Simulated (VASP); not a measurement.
# TiB in VASP: further runs, part 3 of 3

VASP 6.6.1. The steps go on from the part before.

### 6 Electric field gradients, LDA

This run uses another cell than the first one, of 9.27 Å³/atom, 1.010 times its volume.

INCAR reads:

```
PREC     = Accurate       # precision mode
ENCUT    = 520            # plane-wave cutoff, eV
EDIFF    = 1E-8           # SCF threshold, eV
ISMEAR   = -1             # smearing method
SIGMA    = 0.05           # smearing width, eV
LREAL    = F              # projectors in reciprocal space
LASPH    = T              # aspherical terms in the spheres
NELM     = 100            # most SCF steps
ALGO     = Normal         # electronic algorithm
ISIF     = 2              # what is computed and relaxed
LWAVE    = F              # write WAVECAR
LCHARG   = F              # write CHGCAR
LEFG     = T            
NBANDS   = 14             # bands
```

KPOINTS reads:

```
regular mesh
0
Gamma
  13 13 13
```

POSCAR reads:

```
TiB
1.0
    0.0000000000      2.1010000000      2.1010000000
    2.1010000000      0.0000000000      2.1010000000
    2.1010000000      2.1010000000      0.0000000000
Ti B
1 1
Direct
    0.7500000000      0.7500000000      0.7500000000
    0.0000000000      0.0000000000      0.0000000000
```

Potentials or basis: VASP PAW LDA potentials, release 64 (Ti_sv, B).

Started as:

```sh
$ cat potpaw_LDA.64/Ti_sv/POTCAR potpaw_LDA.64/B/POTCAR > POTCAR
$ mpirun -np 1 vasp_std > vasp.out
```

OUTCAR:

```text
PREC = Accurate
   ENCUT = 520
   EDIFF = 1E-8
   ISMEAR = -1
   LREAL = F
   LASPH = T
   NELM = 100
   ISIF = 2

 ion  position               nearest neighbor table
   1  0.750  0.750  0.750-   2 1.82   2 1.82   2 1.82   2 1.82
   2  0.000  0.000  0.000-   1 1.82   1 1.82   1 1.82   1 1.82

  LATTYP: Found a face centered cubic cell.
 ALAT       =     4.2020000000

  Lattice vectors:

 A1 = (   0.0000000000,   2.1010000000,   2.1010000000)
 A2 = (   2.1010000000,   0.0000000000,   2.1010000000)
 A3 = (   2.1010000000,   2.1010000000,   0.0000000000)

Analysis of symmetry for initial positions (statically):
=====================================================================
 Subroutine PRICEL returns:
 Original cell was already a primitive cell.

 Routine SETGRP: Setting up the symmetry group for a
 face centered cubic supercell.

 Subroutine GETGRP returns: Found 24 space group operations
 (whereof 24 operations were pure point group operations)
 out of a pool of 48 trial point group operations.

The static configuration has the point symmetry T_d .

Analysis of symmetry for dynamics (positions and initial velocities):
=====================================================================
 Subroutine PRICEL returns:
 Original cell was already a primitive cell.

 Routine SETGRP: Setting up the symmetry group for a
 face centered cubic supercell.

 Subroutine GETGRP returns: Found 24 space group operations
 (whereof 24 operations were pure point group operations)
 out of a pool of 48 trial point group operations.

The dynamic configuration has the point symmetry T_d .

 Subroutine INISYM returns: Found 24 space group operations
 (whereof 24 operations are pure point group operations),
 and found     1 'primitive' translations

----------------------------------------------------------------------------------------

                                     Primitive cell

  volume of cell :      18.5485

  direct lattice vectors                    reciprocal lattice vectors
     0.000000000  2.101000000  2.101000000    -0.237981913  0.237981913  0.237981913
     2.101000000  0.000000000  2.101000000     0.237981913 -0.237981913  0.237981913
     2.101000000  2.101000000  0.000000000     0.237981913  0.237981913 -0.237981913

  length of vectors
     2.971262695  2.971262695  2.971262695     0.412196765  0.412196765  0.412196765

  position of ions in fractional coordinates (direct lattice)
     0.750000000  0.750000000  0.750000000
     0.000000000  0.000000000  0.000000000

  ion indices of the primitive-cell ions
   primitive index   ion index
                 1           1
                 2           2

----------------------------------------------------------------------------------------

 KPOINTS: regular mesh

Automatic generation of k-mesh.
 Grid dimensions read from file:
 generate k-points for:   13   13   13

 Generating k-lattice:

  Cartesian coordinates                     Fractional coordinates (reciprocal lattice)
[... 75 lines left out ...]
   ISMEAR =    -1;   SIGMA  =   0.05  broadening in eV -4-tet -1-fermi 0-gaus
   EFERMI_NEDOS =   21; number of points for ismear=-14 and -15
   IALGO  =     38    algorithm
   IMIX   =      4    mixing-type and parameters
     AMIX     =   0.40;   BMIX     =  1.00
     AMIX_MAG =   1.60;   BMIX_MAG =  1.00
  volume/ion in A,a.u.               =       9.27        62.59
  Fermi-wavevector in a.u.,A,eV,Ry     =   1.525232  2.882270 31.651671  2.326332
  Thomas-Fermi vector in A             =   2.633430
   LORBIT       =      0    0 simple, 1 ext, 2 COOP (PROOUT), +10 PAW based schemes
   GGA     = CA    functional components
   LHFCALC =     F    Hartree Fock is set to
   AEXX    =    0.0000 exact exchange contribution
   IVDW    =     0    specifies the selected vdW correction
   LEPSILON=     F    determine dielectric tensor
   LRPA    =     F    only Hartree local field effects (RPA)
 non-spin polarized calculation
  energy-cutoff  :      520.00
  volume of cell :       18.55
 maximum number of plane-waves:       531
 NGX is ok and might be reduce to    24
   NGX = 11   NGY = 11   NGZ = 11

 number of electron      14.9999998 magnetization

 Free energy of the ion-electron system (eV)
  ---------------------------------------------------
  ext. energy  EPLUGINS =         0.00000000
  ---------------------------------------------------
  free energy    TOTEN  =       -12.01282609 eV

  energy without entropy =      -12.00548940  energy(sigma->0) =      -12.00915774

 E-fermi :   9.1532     XC(G=0): -13.0032

 val. band max:        9.1372098363   @ k =  -0.3846   0.4615   0.1538
 cond. band min:       9.1684307965   @ k =   0.3846   0.3077   0.0000
 fundamental gap:      0.0312209602
 Fermi energy:         9.1532358255

 k-point     1 :       0.0000    0.0000    0.0000
  band No.  band energies     occupation
      1     -45.0230      2.00000
      2     -21.4889      2.00000
      3     -21.4889      2.00000
      4     -21.4889      2.00000
      5       0.3279      2.00000
      6       7.2454      2.00000
      7       7.2454      2.00000
      8       7.2454      2.00000
      9      12.3997      0.00000
     10      12.3997      0.00000
     11      21.5682      0.00000
     12      21.9148      0.00000
     13      21.9148      0.00000
     14      21.9148      0.00000
[... 377 lines left out ...]
      1     -44.8980      2.00000
      2     -22.1886      2.00000
      3     -21.6921      2.00000
      4     -21.6522      2.00000
      5       3.8652      2.00000
      6       6.4237      2.00000
      7       7.9193      2.00000
      8       8.4451      2.00000
      9      12.4840      0.00000
     10      13.4153      0.00000
     11      15.1920      0.00000
     12      18.7376      0.00000
     13      19.7533      0.00000
     14      22.7560      0.00000

 [... further k-points ...]
[... 5 lines left out ...]
  --------------------------------------------------------------------------------------
  -------------------------------------------------------------------------------------
  Total       12.2172761     12.2172761     12.2172761      0.0000000      0.0000000      0.0000000
  in kB     1055.3021396   1055.3021396   1055.3021396      0.0000000      0.0000000      0.0000000
  external PRESSURE =    1055.3021396 kB  Pullay stress =       0.0000000 kB

 VOLUME and BASIS-vectors are now :
 -----------------------------------------------------------------------------
  energy-cutoff  :      520.00
  volume of cell :       18.55
      direct lattice vectors                 reciprocal lattice vectors
     0.000000000  2.101000000  2.101000000    -0.237981913  0.237981913  0.237981913
     2.101000000  0.000000000  2.101000000     0.237981913 -0.237981913  0.237981913
     2.101000000  2.101000000  0.000000000     0.237981913  0.237981913 -0.237981913

 POSITION                                       TOTAL-FORCE (eV/Angst)
 -----------------------------------------------------------------------------------
      3.15150      3.15150      3.15150         0.000000      0.000000     -0.000000
      0.00000      0.00000      0.00000        -0.000000     -0.000000      0.000000
 -----------------------------------------------------------------------------------
    total drift:                                0.000001      0.000001      0.000001

  FREE ENERGIE OF THE ION-ELECTRON SYSTEM (eV)
  ---------------------------------------------------
  free  energy   TOTEN  =       -12.0128260860 eV

  energy  without entropy=      -12.0054893996  energy(sigma->0) =      -12.00915774

 Electric field gradients (V/A^2)
---------------------------------------------------------------------
 ion       V_xx      V_yy      V_zz      V_xy      V_xz      V_yz
---------------------------------------------------------------------
   1       0.000    -0.000    -0.000     0.001     0.001     0.001
   2       0.000    -0.000    -0.000     0.000     0.000     0.000
---------------------------------------------------------------------

 Electric field gradients after diagonalization (V/A^2)
 (convention: |V_zz| > |V_xx| > |V_yy|)
----------------------------------------------------------------------
 ion       V_xx      V_yy      V_zz     asymmetry (V_yy - V_xx)/ V_zz
----------------------------------------------------------------------
   1      -0.001    -0.001     0.002       0.000
   2      -0.000    -0.000     0.000       0.000
----------------------------------------------------------------------

           NMR quadrupolar parameters

 Cq : quadrupolar parameter    Cq=e*Q*V_zz/h
 eta: asymmetry parameters     (V_yy - V_xx)/ V_zz
 Q  : nuclear electric quadrupole moment in mb (millibarn)
----------------------------------------------------------------------
 ion       Cq(MHz)       eta       Q (mb)
----------------------------------------------------------------------
   1       0.000       0.000       1.000
   2       0.000       0.000       1.000
----------------------------------------------------------------------
```

Wall time 13 s (1 thread of Intel Xeon Platinum 8375C at 2.90GHz (Ice Lake), shared host); peak memory 0.14 GiB.

Results:

* Free energy: -12.0128 eV
* Pressure: 105.5 GPa

Levels at points of the mesh, in eV from the Fermi level:
| k point | band 4 | band 5 | band 6 | band 7 | band 8 | band 9 | band 10 | band 11 | band 12 | band 13 |
| --- | --- | --- | --- | --- | --- | --- | --- | --- | --- | --- |
| (0.00, 0.00, 0.00) | -30.64 | -8.83 | -1.91 | -1.91 | -1.91 | 3.25 | 3.25 | 12.41 | 12.76 | 12.76 |

Caveat: without QUAD_EFG the Cq values of the log hold for a quadrupole moment of 1 mb, not for the nuclei.

### 7 Summary

| cell | gap on the mesh (eV) | pressure (GPa) |
| --- | --- | --- |
| a = 2.956, b = 2.956, c = 2.971 Å, angles 59.8, 59.8, 60.3°, 2 atoms | none | 109.7 |
| a = 2.931 Å, angles 60.0°, 2 atoms | none | 123.4 |
| a = 2.971 Å, angles 60.0°, 2 atoms | none | 105.5 |

Alike in all rows: task electric field gradients; level LDA; potentials or basis VASP PAW LDA potentials, release 64 (Ti_sv, B); no spin polarisation; k mesh 13 × 13 × 13; cutoff (eV) 520; smearing fermi-dirac 0.05 eV.

Absolute energies hang on the potentials; compare differences alone.
